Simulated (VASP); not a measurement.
**Zn: single point with r2SCAN**

Zn:

```
CELL_PARAMETERS angstrom
0.00000 1.92910 1.92910
1.92910 0.00000 1.92910
1.92910 1.92910 0.00000
ATOMIC_POSITIONS crystal
Zn 0.00000 0.00000 0.00000
```

```yaml
Program: VASP 6.6.1
Task: single point
Functional: r2SCAN
Potentials_or_basis: VASP PAW PBE potentials, release 64 (Zn)
Cutoff: 520 eV
k_mesh: 11 × 11 × 11
Occupations: methfessel-paxton, width 0.1 eV
Spin: no spin polarisation
```

The pressure is 0.5 GPa. The band gap on the k mesh is zero (band 6 reaches 5.04 eV, above the bottom of band 7 at 2.37 eV).

Levels at points of the mesh, in eV from the Fermi level:
```csv
k point,band 3,band 4,band 5,band 6,band 7,band 8,band 9,band 10
"(0.00, 0.00, 0.00)",-8.18,-8.18,-7.75,-7.75,20.04,20.08,20.08,20.08
```

Wall time 13 s on 1 thread of Intel(R) Xeon(R) 6975P-C (Granite Rapids), with other jobs on the host, peak memory 0.13 GiB.

Caveat: the PAW data sets were made with another functional, which shifts forces and pressure a little.
